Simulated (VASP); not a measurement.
# MoW14 (a cell with a defect) in VASP: notebook

The runs below take MoW14 (a cell with a defect) through single point, with PBE.

Program: VASP 6.6.1. These are calculated values, not measurements. Logs are shortened: lines on timing, memory, paths and dates and some standing lists are left out, and cuts for length are marked.

**1. The cell of the first run**

The cell holds a defect, 15 atoms: a = 6.320 Å, b = 6.320 Å, c = 6.320 Å, α = 90.00°, β = 90.00°, γ = 90.00°.

**2. Single point, PBE**

Contents of INCAR:

```
SYSTEM = MoW14
ALGO = Normal
EDIFF = 1E-7
ENCUT = 520
GGA = PE
ISIF = 2
ISMEAR = 0
LASPH = .True.
LCHARG = .False.
LREAL = Auto
LWAVE = .False.
NBANDS = 118
NELM = 80
PREC = Accurate
SIGMA = 0.1
```

Contents of KPOINTS:

```
k-points
0
Gamma
  3 3 3
  0 0 0
```

Contents of POSCAR:

```
MoW14
1.0
    6.3200000000      0.0000000000      0.0000000000
    0.0000000000      6.3200000000      0.0000000000
    0.0000000000      0.0000000000      6.3200000000
Mo W
1 14
Direct
    0.0785466772     -0.0777280063     -0.0779958861
    0.5048395570      0.0033004747      0.0031455696
   -0.0025026899      0.4959375000      0.0031321203
   -0.0025729430      0.0033457278      0.4957606013
    0.2502987342      0.2486601266      0.2483743671
    0.4956784810      0.5051982595      0.0003229430
    0.4954916139      0.0004541139      0.5050856013
    0.7540615506      0.2467121835      0.2464862342
    0.0002919304      0.5052713608      0.5049843354
    0.2556460443      0.7452031646      0.2589471519
    0.2556101266      0.2593212025      0.7449424051
    0.4973740506      0.5034104430      0.5032088608
    0.7521479430      0.7505523734      0.2483780063
    0.7521778481      0.2486436709      0.7502490506
    0.7415242089      0.7452056962      0.7448977848
```

Potentials or basis: VASP PAW PBE potentials, release 64 (Mo_sv, W_sv).

Launch:

```
$ cat potpaw_PBE.64/Mo_sv/POTCAR potpaw_PBE.64/W_sv/POTCAR > POTCAR
$ mpirun -np 1 vasp_std > vasp.out
```

OUTCAR:

```text
SYSTEM = MoW14
   EDIFF = 1E-7
   ENCUT = 520
   GGA = PE
   ISIF = 2
   ISMEAR = 0
   LASPH = .True.
   LREAL = Auto
   NELM = 80
   PREC = Accurate

 ion  position               nearest neighbor table
   1  0.079  0.922  0.922-  10 2.65  15 2.65  11 2.65   4 2.79   2 2.79   3 2.79  14 3.11  13 3.11
                             5 3.11
   2  0.505  0.003  0.003-   8 2.69   5 2.72  13 2.72  14 2.72  15 2.75  10 2.78  11 2.79   1 2.79
                             7 3.15   6 3.15   6 3.17   7 3.17
   3  0.997  0.496  0.003-   8 2.69  13 2.72   5 2.72  14 2.72  11 2.75  10 2.79  15 2.79   1 2.79
                             9 3.15   6 3.15   6 3.17   9 3.17
   4  0.997  0.003  0.496-   8 2.69  14 2.72  13 2.72   5 2.72  10 2.75  15 2.79  11 2.79   1 2.79
                             7 3.15   9 3.15   9 3.17   7 3.17
   5  0.250  0.249  0.248-   2 2.72   3 2.72   4 2.72   6 2.74   7 2.74  12 2.76   9 2.79   1 3.11
                             8 3.14  10 3.14  11 3.14  11 3.18  10 3.18   8 3.18
   6  0.496  0.505  0.000-  10 2.70  15 2.71  11 2.71  13 2.74   5 2.74  14 2.78   8 2.78  12 3.14
                             2 3.15   3 3.15   3 3.17   2 3.17  12 3.18
   7  0.495  0.000  0.505-  11 2.70  15 2.71  10 2.71  14 2.74   5 2.74  13 2.79   8 2.79  12 3.14
                             2 3.15   4 3.15   4 3.17   2 3.17  12 3.18
   8  0.754  0.247  0.246-   2 2.69   4 2.69   3 2.69   6 2.78   9 2.79   7 2.79  12 2.81  13 3.14
                            14 3.14   5 3.14  14 3.18   5 3.18  13 3.18
   9  0.000  0.505  0.505-  15 2.70  11 2.71  10 2.71  14 2.74  13 2.74   5 2.79   8 2.79  12 3.14
                             4 3.15   3 3.15   3 3.17   4 3.17  12 3.18
  10  0.256  0.745  0.259-   1 2.65  12 2.66   6 2.70   7 2.71   9 2.71   4 2.75   2 2.78   3 2.79
                            13 3.14   5 3.14   5 3.18  13 3.18
  11  0.256  0.259  0.745-   1 2.65  12 2.65   7 2.70   9 2.71   6 2.71   3 2.75   4 2.79   2 2.79
                            14 3.14   5 3.14   5 3.18  14 3.18
  12  0.497  0.503  0.503-  11 2.65  15 2.66  10 2.66  14 2.76   5 2.76  13 2.76   8 2.81   7 3.14
                             9 3.14   6 3.14   6 3.18   9 3.18   7 3.18
  13  0.752  0.751  0.248-   3 2.72   2 2.72   4 2.72   6 2.74   9 2.74  12 2.76   7 2.79   1 3.11
                             8 3.14  10 3.14  15 3.14  15 3.18  10 3.18   8 3.18
  14  0.752  0.249  0.750-   4 2.72   3 2.72   2 2.72   9 2.74   7 2.74  12 2.76   6 2.78   1 3.11
                             8 3.14  15 3.14  11 3.14  11 3.18  15 3.18   8 3.18
  15  0.742  0.745  0.745-   1 2.65  12 2.66   9 2.70   7 2.71   6 2.71   2 2.75   4 2.79   3 2.79
                            13 3.14  14 3.14  14 3.18  13 3.18

  LATTYP: Found a simple cubic cell.
 ALAT       =     6.3200000000

  Lattice vectors:

 A1 = (   6.3200000000,   0.0000000000,   0.0000000000)
 A2 = (   0.0000000000,   6.3200000000,   0.0000000000)
 A3 = (   0.0000000000,   0.0000000000,   6.3200000000)

Analysis of symmetry for initial positions (statically):
=====================================================================
 Subroutine PRICEL returns:
 Original cell was already a primitive cell.

 Routine SETGRP: Setting up the symmetry group for a
 simple cubic supercell.

 Subroutine GETGRP returns: Found  1 space group operations
 (whereof  1 operations were pure point group operations)
 out of a pool of 48 trial point group operations.

The static configuration has the point symmetry C_1 .

Analysis of symmetry for dynamics (positions and initial velocities):
=====================================================================
 Subroutine PRICEL returns:
 Original cell was already a primitive cell.

 Routine SETGRP: Setting up the symmetry group for a
 simple cubic supercell.

 Subroutine GETGRP returns: Found  1 space group operations
 (whereof  1 operations were pure point group operations)
 out of a pool of 48 trial point group operations.

The dynamic configuration has the point symmetry C_1 .

 Subroutine INISYM returns: Found  1 space group operations
 (whereof  1 operations are pure point group operations),
 and found     1 'primitive' translations

----------------------------------------------------------------------------------------

                                     Primitive cell

  volume of cell :     252.4360

  direct lattice vectors                    reciprocal lattice vectors
     6.320000000  0.000000000  0.000000000     0.158227848  0.000000000  0.000000000
[... 69 lines left out ...]
  0.000000  0.000000  0.000000      1.000000
  0.333333  0.000000  0.000000      2.000000
  0.000000  0.333333  0.000000      2.000000
  0.000000  0.000000  0.333333      2.000000
  0.333333  0.333333  0.000000      2.000000
  0.000000  0.333333  0.333333      2.000000
  0.333333  0.000000  0.333333      2.000000
 -0.333333  0.333333  0.000000      2.000000
 -0.333333  0.000000  0.333333      2.000000
  0.000000 -0.333333  0.333333      2.000000
  0.333333  0.333333  0.333333      2.000000
 -0.333333  0.333333  0.333333      2.000000
 -0.333333 -0.333333  0.333333      2.000000
  0.333333 -0.333333  0.333333      2.000000
   k-points           NKPTS =     14   k-points in BZ     NKDIM =     14   number of bands    NBANDS=    118
   number of dos      NEDOS =    301   number of ions     NIONS =     15
   total plane-waves  NPLWV = 110592
   dimension x,y,z NGX =    48 NGY =   48 NGZ =   48
   dimension x,y,z NGXF=    96 NGYF=   96 NGZF=   96
   ions per type =               1  14
   NGX,Y,Z   is equivalent  to a cutoff of  12.63, 12.63, 12.63 a.u.
   NGXF,Y,Z  is equivalent  to a cutoff of  25.25, 25.25, 25.25 a.u.
 SYSTEM =  MoW14
   PREC   = accura    normal or accurate (medium, high low for compatibility)
   ISTART =      0    job   : 0-new  1-cont  2-samecut
   ICHARG =      2    charge: 1-file 2-atom 10-const
   ISPIN  =      1    spin polarized calculation?
   LNONCOLLINEAR =      F non collinear calculations
   LSORBIT =      F    spin-orbit coupling
   LASPH  =      T    aspherical Exc in radial PAW
   ENCUT  =  520.0 eV  38.22 Ry    6.18 a.u.  11.75 11.75 11.75*2*pi/ulx,y,z
   NELM   =     80;   NELMIN=  2; NELMDL= -5     # of ELM steps
   EDIFF  = 0.1E-06   stopping-criterion for ELM
   LREAL  =      T    real-space projection
   EDIFFG = 0.1E-05   stopping-criterion for IOM
   NSW    =      0    number of steps for IOM
   IBRION =     -1    ionic relax: 0-MD 1-quasi-New 2-CG
   NFREE  =      0    steps in history (QN), initial steepest desc. (CG)
   ISIF   =      2    stress and relaxation
   ISYM   =      2    0-nonsym 1-usesym 2-fastsym
   POTIM  = 0.5000    time-step for ionic-motion
   TEBEG  =    0.0;   TEEND  =   0.0 temperature during run
   PSTRESS=    0.0 pullay stress
   NELECT =     210.0000    total number of electrons
   NUPDOWN=      -1.0000    fix difference up-down
   EMIN   =  10.00;   EMAX   =-10.00  energy-range for DOS
   EFERMI =   0.00;   METHOD = LEGACY
   ISMEAR =     0;   SIGMA  =   0.10  broadening in eV -4-tet -1-fermi 0-gaus
   EFERMI_NEDOS =   21; number of points for ismear=-14 and -15
   IALGO  =     38    algorithm
   IMIX   =      4    mixing-type and parameters
     AMIX     =   0.40;   BMIX     =  1.00
     AMIX_MAG =   1.60;   BMIX_MAG =  1.00
  volume/ion in A,a.u.               =      16.83       113.57
  Fermi-wavevector in a.u.,A,eV,Ry     =   1.539681  2.909576 32.254225  2.370619
  Thomas-Fermi vector in A             =   2.645875
   LORBIT       =      0    0 simple, 1 ext, 2 COOP (PROOUT), +10 PAW based schemes
   GGA     = PE    functional components
   LHFCALC =     F    Hartree Fock is set to
   AEXX    =    0.0000 exact exchange contribution
   IVDW    =     0    specifies the selected vdW correction
   LEPSILON=     F    determine dielectric tensor
   LRPA    =     F    only Hartree local field effects (RPA)
 non-spin polarized calculation
 Gauss-broadening in eV      SIGMA  =   0.10
  energy-cutoff  :      520.00
  volume of cell :      252.44
 maximum number of plane-waves:      6859
   NGX = 23   NGY = 23   NGZ = 23

 number of electron     210.0000009 magnetization

 Free energy of the ion-electron system (eV)
  ---------------------------------------------------
  ext. energy  EPLUGINS =         0.00000000
  ---------------------------------------------------
  free energy    TOTEN  =      -187.64279767 eV

  energy without entropy =     -187.59005442  energy(sigma->0) =     -187.61642605

 E-fermi :  10.3589     XC(G=0): -13.2062

 val. band max:       10.3576894429   @ k =   0.3333   0.0000   0.0000
 cond. band min:      10.3623579240   @ k =   0.0000   0.0000   0.0000
 fundamental gap:      0.0046684812
 Fermi energy:        10.3588884228

 k-point     1 :       0.0000    0.0000    0.0000
  band No.  band energies     occupation
      1     -63.5617      2.00000
      2     -63.5008      2.00000
      3     -63.5003      2.00000
      4     -63.4862      2.00000
      5     -63.4861      2.00000
      6     -63.4615      2.00000
[... 1669 lines left out ...]
    116      12.4517      0.00000
    117      12.5785      0.00000
 [bands above 117 left out]

------------------------ aborting loop because EDIFF is reached ----------------------------------------

  FORCE on cell =-STRESS in cart. coord.  units (eV):
  Direction    XX          YY          ZZ          XY          YZ          ZX
  --------------------------------------------------------------------------------------
  -------------------------------------------------------------------------------------
  Total        0.5742173      0.5711046      0.5769550      3.3047076     -3.3102977      3.3172197
  in kB        3.6444802      3.6247248      3.6618560     20.9745369    -21.0100166     21.0539499
  external PRESSURE =       3.6436870 kB  Pullay stress =       0.0000000 kB

 VOLUME and BASIS-vectors are now :
 -----------------------------------------------------------------------------
  energy-cutoff  :      520.00
  volume of cell :      252.44
      direct lattice vectors                 reciprocal lattice vectors
     6.320000000  0.000000000  0.000000000     0.158227848  0.000000000  0.000000000
     0.000000000  6.320000000  0.000000000     0.000000000  0.158227848  0.000000000
     0.000000000  0.000000000  6.320000000     0.000000000  0.000000000  0.158227848

 POSITION                                       TOTAL-FORCE (eV/Angst)
 -----------------------------------------------------------------------------------
      0.49641      5.82876      5.82707        -0.638612      0.641213      0.635463
      3.19059      0.02086      0.01988         0.019479     -0.067570     -0.075209
      6.30418      3.13432      0.01980         0.069755     -0.013032     -0.074958
      6.30374      0.02114      3.13321         0.074322     -0.070620     -0.022243
      1.58189      1.57153      1.56973         0.062472     -0.026891     -0.019506
      3.13269      3.19285      0.00204         0.035419     -0.040909     -0.012782
      3.13151      0.00287      3.19214         0.043706     -0.002168     -0.047109
      4.76567      1.55922      1.55779         0.087777     -0.087301     -0.084856
      0.00185      3.19332      3.19150         0.009351     -0.043364     -0.041046
      1.61568      4.70968      1.63655         0.068565     -0.074328     -0.037943
      1.61546      1.63891      4.70804         0.073066     -0.049049     -0.069460
      3.14340      3.18155      3.18028        -0.001346      0.002119     -0.001734
      4.75357      4.74349      1.56975         0.026923     -0.068614     -0.022234
      4.75376      1.57143      4.74157         0.021995     -0.024675     -0.061442
      4.68643      4.70970      4.70775         0.047129     -0.074811     -0.064942
 -----------------------------------------------------------------------------------
    total drift:                                0.003940      0.000859     -0.000496

  FREE ENERGIE OF THE ION-ELECTRON SYSTEM (eV)
  ---------------------------------------------------
  free  energy   TOTEN  =      -187.6427976720 eV

  energy  without entropy=     -187.5900544206  energy(sigma->0) =     -187.61642605
```

It took 8.2 min on 1 thread of Intel Xeon 6975P-C (Granite Rapids), shared host; peak memory 0.47 GiB.

What came out:

```yaml
Free_energy: -187.6428 eV
Pressure: 0.4 GPa
Largest_force: 1.106 eV/Å
Band_gap_on_the_k_mesh: zero (bands 105 and 106 overlap by 0.14 eV)
```

Forces on the atoms (eV/Å):
```
Mo  -0.639  0.641  0.635
W    0.019 -0.068 -0.075
W    0.070 -0.013 -0.075
W    0.074 -0.071 -0.022
W    0.062 -0.027 -0.020
W    0.035 -0.041 -0.013
W    0.044 -0.002 -0.047
W    0.088 -0.087 -0.085
W    0.009 -0.043 -0.041
W    0.069 -0.074 -0.038
W    0.073 -0.049 -0.069
W   -0.001  0.002 -0.002
W    0.027 -0.069 -0.022
W    0.022 -0.025 -0.061
W    0.047 -0.075 -0.065
```

Levels at points of the mesh, in eV from the Fermi level:
| k point | band 102 | band 103 | band 104 | band 105 | band 106 | band 107 | band 108 | band 109 |
| --- | --- | --- | --- | --- | --- | --- | --- | --- |
| (0.00, 0.00, 0.00) | -0.31 | -0.07 | 0.00 | 0.00 | 0.78 | 0.78 | 1.08 | 1.09 |

Caveat: spin-orbit coupling is left out, which moves the levels of the heavy elements.

**3. Single point, PBE**

Contents of INCAR:

```
SYSTEM = MoW14
PREC     = Accurate       ! precision mode
ENCUT    = 520            ! plane-wave cutoff, eV
EDIFF    = 1E-6           ! SCF threshold, eV
ISMEAR   = 0              ! smearing method
SIGMA    = 0.1            ! smearing width, eV
LREAL    = Auto         
LASPH    = .True.         ! aspherical terms in the spheres
NELM     = 100            ! most SCF steps
ALGO     = Normal         ! electronic algorithm
ISIF     = 2              ! what is computed and relaxed
LWAVE    = .False.        ! write WAVECAR
LCHARG   = .True.         ! write CHGCAR
GGA      = PE             ! functional
LELF     = .True.         ! ELF
LVHAR    = .True.       
NBANDS   = 118            ! bands
```

Contents of KPOINTS:

```
Automatic mesh
0
Gamma
  3 3 3
  0 0 0
```

Contents of POSCAR:

```
MoW14
1.0
    6.3200000000      0.0000000000      0.0000000000
    0.0000000000      6.3200000000      0.0000000000
    0.0000000000      0.0000000000      6.3200000000
Mo W
1 14
Direct
    0.1562450949     -0.1557158228     -0.1559113924
    0.5102386076      0.0047481013      0.0045469937
   -0.0041599684      0.4904405063      0.0044284810
   -0.0042643987      0.0047219937      0.4900862342
    0.2482449367      0.2443708861      0.2443620253
    0.4985465190      0.5020689873      0.0005280063
    0.4984248418      0.0007895570      0.5018729430
    0.7506846519      0.2496177215      0.2495952532
   -0.0002579114      0.5020625000      0.5017636076
    0.2534074367      0.7468270570      0.2540120253
    0.2534482595      0.2539985759      0.7468083861
    0.4958175633      0.5046359177      0.5044916139
    0.7557620253      0.7519751582      0.2444625000
    0.7559064873      0.2443469937      0.7520473101
    0.7462623418      0.7468560127      0.7468656646
```

Potentials or basis: VASP PAW PBE potentials, release 64 (Mo_sv, W_sv).

Launch:

```
$ cat potpaw_PBE.64/Mo_sv/POTCAR potpaw_PBE.64/W_sv/POTCAR > POTCAR
$ mpirun -np 1 vasp_std > vasp.out
```

Run time: 6.2 min. Hardware: 1 thread of Intel Xeon 6975P-C (Granite Rapids), shared host; peak memory 0.47 GiB.

The run converged. Its results:

* Free energy: -187.5504 eV
* Pressure: 0.5 GPa
* Largest force: 0.032 eV/Å

Forces in eV/Å, atoms in the order of the input:
```
Mo  -0.002  0.009  0.001
W   -0.007 -0.012  0.003
W   -0.007 -0.018  0.008
W   -0.003 -0.011  0.003
W    0.009 -0.006 -0.020
W   -0.017 -0.005 -0.011
W   -0.007 -0.024  0.004
W   -0.005  0.024  0.007
W    0.012 -0.004  0.014
W   -0.005  0.019 -0.005
W   -0.009  0.011  0.011
W   -0.011 -0.001  0.009
W    0.025  0.004 -0.019
W    0.022 -0.002 -0.011
W    0.006  0.016  0.005
```

Stress tensor (GPa, compression positive):
```
 0.49  2.12  2.12
 2.12  0.51 -2.12
 2.12 -2.12  0.49
```

Levels at points of the mesh, in eV from the Fermi level:
```csv
k point,band 101,band 102,band 103,band 104,band 105,band 106,band 107,band 108,band 109,band 110
"(0.00, 0.00, 0.00)",-0.26,-0.26,-0.08,0.00,0.00,0.77,0.77,0.93,1.05,1.06
```

Caveat: spin-orbit coupling is left out, which moves the levels of the heavy elements.
